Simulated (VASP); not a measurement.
# Cd4SeS3 (P-43m) in VASP: further runs

The runs below take Cd4SeS3 through single point, relaxation of cell and atoms, with PBE.

Program: VASP 6.6.1. These are calculated values, not measurements. Logs are shortened: lines on timing, memory, paths and dates and some standing lists are left out, and cuts for length are marked.

### Step 1. The cell of the first run

Symmetry: P-43m, No. 215, cubic system. The conventional cell has a = 5.997 Å, b = 5.997 Å, c = 5.997 Å, α = 90.00°, β = 90.00°, γ = 90.00°. Cd (site symmetry 3m) has 3 S at 2.58 Å and 1 Se at 2.66 Å within 3.4 Å. Se (site symmetry -43m) has 4 Cd at 2.66 Å within 3.5 Å. Within 3.4 Å of S (site symmetry -42m) lie 4 Cd at 2.58 Å.

### Step 2. Single point, PBE

INCAR

```
SYSTEM = Cd4SeS3
PREC = Accurate
ENCUT = 520
EDIFF = 1E-6
ISMEAR = 0
SIGMA = 0.1
LREAL = .FALSE.
LASPH = .TRUE.
NELM = 80
ALGO = Normal
ISIF = 2
LWAVE = .FALSE.
LCHARG = .FALSE.
GGA = PE
NBANDS = 46
```

KPOINTS

```
regular mesh
0
G
  4 4 4
  0 0 0
```

POSCAR

```
Cd4SeS3
1.0
    5.9967949816      0.0000000000      0.0000000000
    0.0000000000      5.9967949816      0.0000000000
    0.0000000000      0.0000000000      5.9967949816
Cd Se S
4 1 3
Direct
    0.2438319058      0.7561680942      0.2438319058
    0.2438319058      0.2438319058      0.7561680942
    0.7561680942      0.7561680942      0.7561680942
    0.7561680942      0.2438319058      0.2438319058
    0.5000000000      0.5000000000      0.5000000000
    0.5000000000      0.0000000000      0.0000000000
    0.0000000000      0.0000000000      0.5000000000
    0.0000000000      0.5000000000      0.0000000000
```

Potentials or basis: VASP PAW PBE potentials, release 64 (Cd, Se, S).

The run is started by

```sh
$ cat potpaw_PBE.64/Cd/POTCAR potpaw_PBE.64/Se/POTCAR potpaw_PBE.64/S/POTCAR > POTCAR
$ mpirun -np 1 vasp_std > vasp.out
```

OUTCAR:

```text
SYSTEM = Cd4SeS3
   PREC = Accurate
   ENCUT = 520
   EDIFF = 1E-6
   ISMEAR = 0
   LREAL = .FALSE.
   LASPH = .TRUE.
   NELM = 80
   ISIF = 2
   GGA = PE

 ion  position               nearest neighbor table
   1  0.244  0.756  0.244-   6 2.58   7 2.58   8 2.58   5 2.66
   2  0.244  0.244  0.756-   6 2.58   7 2.58   8 2.58   5 2.66
   3  0.756  0.756  0.756-   6 2.58   7 2.58   8 2.58   5 2.66
   4  0.756  0.244  0.244-   6 2.58   7 2.58   8 2.58   5 2.66
   5  0.500  0.500  0.500-   1 2.66   2 2.66   3 2.66   4 2.66
   6  0.500  0.000  0.000-   1 2.58   2 2.58   3 2.58   4 2.58
   7  0.000  0.000  0.500-   1 2.58   2 2.58   3 2.58   4 2.58
   8  0.000  0.500  0.000-   1 2.58   2 2.58   3 2.58   4 2.58

  LATTYP: Found a simple cubic cell.
 ALAT       =     5.9967949816

  Lattice vectors:

 A1 = (   5.9967949816,   0.0000000000,   0.0000000000)
 A2 = (   0.0000000000,   5.9967949816,   0.0000000000)
 A3 = (   0.0000000000,   0.0000000000,   5.9967949816)

Analysis of symmetry for initial positions (statically):
=====================================================================
 Subroutine PRICEL returns:
 Original cell was already a primitive cell.

 Routine SETGRP: Setting up the symmetry group for a
 simple cubic supercell.

 Subroutine GETGRP returns: Found 24 space group operations
 (whereof 24 operations were pure point group operations)
 out of a pool of 48 trial point group operations.

The static configuration has the point symmetry T_d .

Analysis of symmetry for dynamics (positions and initial velocities):
=====================================================================
 Subroutine PRICEL returns:
 Original cell was already a primitive cell.

 Routine SETGRP: Setting up the symmetry group for a
 simple cubic supercell.

 Subroutine GETGRP returns: Found 24 space group operations
 (whereof 24 operations were pure point group operations)
 out of a pool of 48 trial point group operations.

The dynamic configuration has the point symmetry T_d .

 Subroutine INISYM returns: Found 24 space group operations
 (whereof 24 operations are pure point group operations),
 and found     1 'primitive' translations

----------------------------------------------------------------------------------------

                                     Primitive cell

  volume of cell :     215.6540

  direct lattice vectors                    reciprocal lattice vectors
     5.996794982  0.000000000  0.000000000     0.166755743  0.000000000  0.000000000
     0.000000000  5.996794982  0.000000000     0.000000000  0.166755743  0.000000000
     0.000000000  0.000000000  5.996794982     0.000000000  0.000000000  0.166755743

  length of vectors
     5.996794982  5.996794982  5.996794982     0.166755743  0.166755743  0.166755743

  position of ions in fractional coordinates (direct lattice)
     0.243831906  0.756168094  0.243831906
     0.243831906  0.243831906  0.756168094
     0.756168094  0.756168094  0.756168094
     0.756168094  0.243831906  0.243831906
     0.500000000  0.500000000  0.500000000
     0.500000000  0.000000000  0.000000000
     0.000000000  0.000000000  0.500000000
     0.000000000  0.500000000  0.000000000

  ion indices of the primitive-cell ions
   primitive index   ion index
                 1           1
                 2           2
                 3           3
                 4           4
                 5           5
                 6           6
                 7           7
                 8           8

----------------------------------------------------------------------------------------

 KPOINTS: regular mesh

Automatic generation of k-mesh.
 Grid dimensions read from file:
 generate k-points for:    4    4    4

 Generating k-lattice:

  Cartesian coordinates                     Fractional coordinates (reciprocal lattice)
     0.041688936  0.000000000  0.000000000     0.250000000  0.000000000  0.000000000
     0.000000000  0.041688936  0.000000000     0.000000000  0.250000000  0.000000000
     0.000000000  0.000000000  0.041688936     0.000000000  0.000000000  0.250000000

  Length of vectors
     0.041688936  0.041688936  0.041688936

  Shift w.r.t. Gamma in fractional coordinates (k-lattice)
     0.000000000  0.000000000  0.000000000

 Subroutine IBZKPT returns following result:
 ===========================================

 Found     10 irreducible k-points:

 Following reciprocal coordinates:
            Coordinates               Weight
  0.000000  0.000000  0.000000      1.000000
  0.250000  0.000000  0.000000      6.000000
  0.500000  0.000000  0.000000      3.000000
  0.250000  0.250000  0.000000     12.000000
  0.500000  0.250000  0.000000     12.000000
  0.500000  0.500000  0.000000      3.000000
  0.250000  0.250000  0.250000      8.000000
  0.500000  0.250000  0.250000     12.000000
  0.500000  0.500000  0.250000      6.000000
  0.500000  0.500000  0.500000      1.000000
   k-points           NKPTS =     10   k-points in BZ     NKDIM =     10   number of bands    NBANDS=     46
   number of dos      NEDOS =    301   number of ions     NIONS =      8
   total plane-waves  NPLWV = 110592
   dimension x,y,z NGX =    48 NGY =   48 NGZ =   48
   dimension x,y,z NGXF=    96 NGYF=   96 NGZF=   96
   ions per type =               4   1   3
   NGX,Y,Z   is equivalent  to a cutoff of  13.31, 13.31, 13.31 a.u.
   NGXF,Y,Z  is equivalent  to a cutoff of  26.61, 26.61, 26.61 a.u.
 SYSTEM =  Cd4SeS3
   PREC   = accura    normal or accurate (medium, high low for compatibility)
   ISTART =      0    job   : 0-new  1-cont  2-samecut
   ICHARG =      2    charge: 1-file 2-atom 10-const
   ISPIN  =      1    spin polarized calculation?
   LNONCOLLINEAR =      F non collinear calculations
   LSORBIT =      F    spin-orbit coupling
   LASPH  =      T    aspherical Exc in radial PAW
   ENCUT  =  520.0 eV  38.22 Ry    6.18 a.u.  11.15 11.15 11.15*2*pi/ulx,y,z
   NELM   =     80;   NELMIN=  2; NELMDL= -5     # of ELM steps
   EDIFF  = 0.1E-05   stopping-criterion for ELM
   LREAL  =      F    real-space projection
   EDIFFG = 0.1E-04   stopping-criterion for IOM
   NSW    =      0    number of steps for IOM
   IBRION =     -1    ionic relax: 0-MD 1-quasi-New 2-CG
   NFREE  =      0    steps in history (QN), initial steepest desc. (CG)
   ISIF   =      2    stress and relaxation
   ISYM   =      2    0-nonsym 1-usesym 2-fastsym
   POTIM  = 0.5000    time-step for ionic-motion
   TEBEG  =    0.0;   TEEND  =   0.0 temperature during run
   PSTRESS=    0.0 pullay stress
   NELECT =      72.0000    total number of electrons
   NUPDOWN=      -1.0000    fix difference up-down
   EMIN   =  10.00;   EMAX   =-10.00  energy-range for DOS
   EFERMI =   0.00;   METHOD = LEGACY
   ISMEAR =     0;   SIGMA  =   0.10  broadening in eV -4-tet -1-fermi 0-gaus
   EFERMI_NEDOS =   21; number of points for ismear=-14 and -15
   IALGO  =     38    algorithm
   IMIX   =      4    mixing-type and parameters
     AMIX     =   0.40;   BMIX     =  1.00
     AMIX_MAG =   1.60;   BMIX_MAG =  1.00
  volume/ion in A,a.u.               =      26.96       181.91
  Fermi-wavevector in a.u.,A,eV,Ry     =   1.135707  2.146176 17.549221  1.289831
  Thomas-Fermi vector in A             =   2.272412
   LORBIT       =      0    0 simple, 1 ext, 2 COOP (PROOUT), +10 PAW based schemes
   GGA     = PE    functional components
   LHFCALC =     F    Hartree Fock is set to
   AEXX    =    0.0000 exact exchange contribution
   IVDW    =     0    specifies the selected vdW correction
   LEPSILON=     F    determine dielectric tensor
   LRPA    =     F    only Hartree local field effects (RPA)
 non-spin polarized calculation
 Gauss-broadening in eV      SIGMA  =   0.10
  energy-cutoff  :      520.00
  volume of cell :      215.65
 maximum number of plane-waves:      5846
 NGX is ok and might be reduce to    48
   NGX = 23   NGY = 23   NGZ = 23

 number of electron      71.9999990 magnetization

 Free energy of the ion-electron system (eV)
  ---------------------------------------------------
  ext. energy  EPLUGINS =         0.00000000
  ---------------------------------------------------
  free energy    TOTEN  =       -23.90170596 eV

  energy without entropy =      -23.90170596  energy(sigma->0) =      -23.90170596

 E-fermi :   1.2632     XC(G=0):  -8.8484

 val. band max:        0.8153301612   @ k =   0.0000   0.0000   0.0000
 cond. band min:       1.6807190394   @ k =   0.0000   0.0000   0.0000
 fundamental gap:      0.8653888783
 Fermi energy:         1.2631943792

 k-point     1 :       0.0000    0.0000    0.0000
  band No.  band energies     occupation
      1     -11.3322      2.00000
      2     -10.8696      2.00000
      3     -10.8390      2.00000
      4     -10.8390      2.00000
      5      -6.8184      2.00000
      6      -6.8184      2.00000
[... 38 lines left out ...]
     45       7.2002      0.00000
     46       7.2002      0.00000

 k-point     2 :       0.2500    0.0000    0.0000
  band No.  band energies     occupation
      1     -11.2613      2.00000
      2     -10.9217      2.00000
      3     -10.8563      2.00000
      4     -10.8395      2.00000
      5      -6.7828      2.00000
      6      -6.7828      2.00000
[... 38 lines left out ...]
     45       7.6309      0.00000
     46       7.6309      0.00000

 k-point     3 :       0.5000    0.0000    0.0000
  band No.  band energies     occupation
      1     -11.1051      2.00000
      2     -11.0736      2.00000
      3     -10.8591      2.00000
      4     -10.8400      2.00000
      5      -6.7014      2.00000
      6      -6.7014      2.00000
[... 332 lines left out ...]
     45       7.7221      0.00000
     46       7.8541      0.00000

 k-point    10 :       0.5000    0.5000    0.5000
  band No.  band energies     occupation
      1     -11.0016      2.00000
      2     -10.9511      2.00000
      3     -10.9511      2.00000
      4     -10.9511      2.00000
      5      -6.7401      2.00000
      6      -6.7401      2.00000
[... 38 lines left out ...]
     45       7.6083      0.00000
     46       7.6083      0.00000

------------------------ aborting loop because EDIFF is reached ----------------------------------------

  FORCE on cell =-STRESS in cart. coord.  units (eV):
  Direction    XX          YY          ZZ          XY          YZ          ZX
  --------------------------------------------------------------------------------------
  -------------------------------------------------------------------------------------
  Total        0.2590478      0.2590478      0.2590478     -0.0000000     -0.0000000      0.0000000
  in kB        1.9245663      1.9245663      1.9245663     -0.0000000     -0.0000000      0.0000000
  external PRESSURE =       1.9245663 kB  Pullay stress =       0.0000000 kB

 VOLUME and BASIS-vectors are now :
 -----------------------------------------------------------------------------
  energy-cutoff  :      520.00
  volume of cell :      215.65
      direct lattice vectors                 reciprocal lattice vectors
     5.996794982  0.000000000  0.000000000     0.166755743  0.000000000  0.000000000
     0.000000000  5.996794982  0.000000000     0.000000000  0.166755743  0.000000000
     0.000000000  0.000000000  5.996794982     0.000000000  0.000000000  0.166755743

 POSITION                                       TOTAL-FORCE (eV/Angst)
 -----------------------------------------------------------------------------------
      1.46221      4.53459      1.46221         0.012402     -0.012402      0.012402
      1.46221      1.46221      4.53459         0.012402      0.012402     -0.012402
      4.53459      4.53459      4.53459        -0.012402     -0.012402     -0.012402
      4.53459      1.46221      1.46221        -0.012402      0.012402      0.012402
      2.99840      2.99840      2.99840        -0.000000      0.000000      0.000000
      2.99840      0.00000      0.00000         0.000000      0.000000      0.000000
      0.00000      0.00000      2.99840         0.000000      0.000000      0.000000
      0.00000      2.99840      0.00000         0.000000      0.000000      0.000000
 -----------------------------------------------------------------------------------
    total drift:                               -0.000000     -0.000000     -0.000000

  FREE ENERGIE OF THE ION-ELECTRON SYSTEM (eV)
  ---------------------------------------------------
  free  energy   TOTEN  =       -23.9017059554 eV

  energy  without entropy=      -23.9017059554  energy(sigma->0) =      -23.90170596
```

It took 2.3 min on 1 thread of Intel Xeon 8259CL, shared host; peak memory 0.37 GiB.

What came out:

* Free energy: -23.9017 eV
* Pressure: 0.2 GPa
* Largest force: 0.021 eV/Å
* Band gap on the k mesh: 0.87 eV

Forces in eV/Å, atoms in the order of the input:
```
Cd   0.012 -0.012  0.012
Cd   0.012  0.012 -0.012
Cd  -0.012 -0.012 -0.012
Cd  -0.012  0.012  0.012
Se   0.000  0.000  0.000
S    0.000  0.000  0.000
S    0.000  0.000  0.000
S    0.000  0.000  0.000
```

Levels at points of the mesh, in eV from the valence-band top:
| k point | band 33 | band 34 | band 35 | band 36 | band 37 | band 38 | band 39 | band 40 |
| --- | --- | --- | --- | --- | --- | --- | --- | --- |
| (0.00, 0.00, 0.00) | -1.65 | 0.00 | 0.00 | 0.00 | 0.87 | 3.30 | 3.62 | 3.62 |
| (0.50, 0.00, 0.00) | -1.07 | -1.07 | -0.80 | -0.80 | 3.33 | 3.37 | 4.64 | 4.70 |
| (0.50, 0.50, 0.00) | -0.90 | -0.80 | -0.58 | -0.58 | 3.94 | 3.94 | 3.96 | 4.01 |
| (0.50, 0.50, 0.50) | -0.79 | -0.49 | -0.49 | -0.49 | 2.71 | 2.71 | 2.71 | 2.91 |

### Step 3. Single point, PBE

This run uses another cell than the first one, of 26.89 Å³/atom.

INCAR

```
SYSTEM = Cd4SeS3
ALGO = Normal ; EDIFF = 1E-6
ENCUT = 520 ; GGA = PE
ISIF = 2 ; ISMEAR = 0
LASPH = .TRUE. ; LCHARG = .FALSE.
LREAL = .FALSE. ; LWAVE = .FALSE.
NBANDS = 46 ; NELM = 60
PREC = Accurate ; SIGMA = 0.02
```

KPOINTS

```
k-points
0
G
  6 6 6
  0 0 0
```

POSCAR

```
Cd4SeS3
1.0
    5.9919743230      0.0000000000      0.0000000000
    0.0000000000      5.9919743230      0.0000000000
    0.0000000000      0.0000000000      5.9919743230
Cd Se S
4 1 3
Direct
    0.2442712832      0.7557287168      0.2442712832
    0.2442712832      0.2442712832      0.7557287168
    0.7557287168      0.7557287168      0.7557287168
    0.7557287168      0.2442712832      0.2442712832
    0.5000000000      0.5000000000      0.5000000000
    0.5000000000      0.0000000000      0.0000000000
    0.0000000000      0.0000000000      0.5000000000
    0.0000000000      0.5000000000      0.0000000000
```

Potentials or basis: VASP PAW PBE potentials, release 64 (Cd, Se, S).

The run is started by

```sh
$ cat potpaw_PBE.64/Cd/POTCAR potpaw_PBE.64/Se/POTCAR potpaw_PBE.64/S/POTCAR > POTCAR
$ mpirun -np 1 vasp_std > vasp.out
```

Wall time 5.3 min (1 thread of Intel Xeon 8259CL, shared host); peak memory 0.42 GiB.

Results (log left out):

| Item | Value |
| --- | --- |
| Free energy | -23.9037 eV |
| Pressure | 0.3 GPa |
| Largest force | 0.017 eV/Å |
| Band gap on the k mesh | 0.88 eV |

Forces in eV/Å, atoms in the order of the input:
```
Cd  -0.010  0.010 -0.010
Cd  -0.010 -0.010  0.010
Cd   0.010  0.010  0.010
Cd   0.010 -0.010 -0.010
Se   0.000  0.000  0.000
S    0.000  0.000  0.000
S    0.000  0.000  0.000
S    0.000  0.000  0.000
```

Levels at points of the mesh, in eV from the valence-band top:
```csv
k point,band 33,band 34,band 35,band 36,band 37,band 38,band 39,band 40
"(0.00, 0.00, 0.00)",-1.66,0.00,0.00,0.00,0.88,3.32,3.61,3.61
"(0.50, 0.00, 0.00)",-1.07,-1.07,-0.81,-0.81,3.34,3.37,4.64,4.70
"(0.50, 0.50, 0.00)",-0.89,-0.79,-0.59,-0.59,3.95,3.95,3.97,4.02
"(0.50, 0.50, 0.50)",-0.78,-0.50,-0.50,-0.50,2.71,2.71,2.71,2.91
```

### Step 4. Relaxation of cell and atoms, PBE

This run uses another cell than the first one, of 24.38 Å³/atom.

INCAR

```
SYSTEM = Cd4SeS3
PREC = Accurate
ENCUT = 600
EDIFF = 1E-7
ISMEAR = 0
SIGMA = 0.1
LREAL = .False.
LASPH = .True.
NELM = 100
ALGO = Normal
ISIF = 3
LWAVE = .False.
LCHARG = .False.
GGA = PE
IBRION = 2
NSW = 90
EDIFFG = -0.04
```

KPOINTS

```
regular mesh
0
Gamma
  4 4 4
  0 0 0
```

POSCAR

```
Cd4SeS3
1.0
    5.7996484700      0.0000000000      0.0000000000
    0.0000000000      5.7996484700      0.0000000000
    0.0000000000      0.0000000000      5.7996484700
Cd Se S
4 1 3
Direct
    0.2500000000      0.7500000000      0.2500000000
    0.2500000000      0.2500000000      0.7500000000
    0.7500000000      0.7500000000      0.7500000000
    0.7500000000      0.2500000000      0.2500000000
    0.5000000000      0.5000000000      0.5000000000
    0.5000000000      0.0000000000      0.0000000000
    0.0000000000      0.0000000000      0.5000000000
    0.0000000000      0.5000000000      0.0000000000
```

The run is started by

```sh
$ cat potpaw_PBE.64/Cd/POTCAR potpaw_PBE.64/Se/POTCAR potpaw_PBE.64/S/POTCAR > POTCAR
$ mpirun -np 1 vasp_std > vasp.out
```

Run time: 12 min. Hardware: 1 thread of Intel Xeon 8259CL, shared host; peak memory 0.39 GiB.

It converged, with:

```
Free energy                           : -23.8952 eV
Relaxed volume                        : 27.00 Å³/atom
Relaxed cell                          : a = 6.000 Å, b = 6.000 Å, c = 6.000 Å, α = 90.00°, β = 90.00°, γ = 90.00°
Space group after relaxing (to 0.1 Å) : P-43m (No. 215)
Energy gained by relaxing             : 61.4 meV/atom
Ionic steps                           : 5
Pressure after relaxing               : 0.1 GPa
Band gap on the k mesh                : 0.87 eV
```

The path:
| step | energy change (eV) | largest force (eV/Å) | pressure (GPa) | volume (Å³) |
| --- | --- | --- | --- | --- |
| 1 | 0.0000 | 0.7069 | 6.92 | 195.08 |
| 2 | -0.4153 | 0.1873 | -2.03 | 226.35 |
| 3 | -0.4702 | 0.2966 | -0.18 | 217.41 |
| 4 | -0.4838 | 0.1789 | -0.08 | 216.83 |
| 5 | -0.4915 | 0.0089 | 0.09 | 215.99 |

Final structure:
```yaml
crystal:
  lattice:
    - [5.99993, 0.00000, 0.00000]
    - [0.00000, 5.99993, 0.00000]
    - [0.00000, 0.00000, 5.99993]
  atoms:
    - { symbol: Cd, position: [0.24420, 0.75580, 0.24420] }
    - { symbol: Cd, position: [0.24420, 0.24420, 0.75580] }
    - { symbol: Cd, position: [0.75580, 0.75580, 0.75580] }
    - { symbol: Cd, position: [0.75580, 0.24420, 0.24420] }
    - { symbol: Se, position: [0.50000, 0.50000, 0.50000] }
    - { symbol: S, position: [0.50000, 0.00000, 0.00000] }
    - { symbol: S, position: [0.00000, 0.00000, 0.50000] }
    - { symbol: S, position: [0.00000, 0.50000, 0.00000] }
```

Levels at points of the mesh, in eV from the valence-band top:
| k point | band 32 | band 33 | band 34 | band 35 | band 36 | band 37 | band 38 | band 39 | band 40 | band 41 |
| --- | --- | --- | --- | --- | --- | --- | --- | --- | --- | --- |
| (0.00, 0.00, 0.00) | -1.65 | -1.65 | 0.00 | 0.00 | 0.00 | 0.87 | 3.33 | 3.61 | 3.61 | 4.11 |
| (0.50, 0.00, 0.00) | -1.94 | -1.06 | -1.06 | -0.80 | -0.80 | 3.33 | 3.36 | 4.64 | 4.70 | 5.07 |
| (0.50, 0.50, 0.00) | -1.71 | -0.89 | -0.79 | -0.58 | -0.58 | 3.94 | 3.94 | 3.96 | 4.00 | 5.78 |
| (0.50, 0.50, 0.50) | -0.78 | -0.78 | -0.49 | -0.49 | -0.49 | 2.71 | 2.71 | 2.71 | 2.90 | 6.79 |

### Step 5. Summary

```csv
task,cell,k mesh,cutoff (eV),smearing,gap on the mesh (eV),pressure (GPa),largest force (eV/Å)
single point,"a = 5.997 Å, 8 atoms, atomic positions A",4 × 4 × 4,520,gaussian 0.1 eV,0.87,0.2,0.02
single point,"a = 5.992 Å, 8 atoms, atomic positions B",6 × 6 × 6,520,gaussian 0.02 eV,0.88,0.3,0.02
relaxation of cell and atoms,"relaxed from a = 5.800 Å, 8 atoms, atomic positions C",4 × 4 × 4,600,gaussian 0.1 eV,0.87,0.1,-
```

Alike in all rows: level PBE; potentials or basis VASP PAW PBE potentials, release 64 (Cd, Se, S); no spin polarisation.

Total energies depend on the potentials used, so only differences within one code and one set of settings carry meaning.
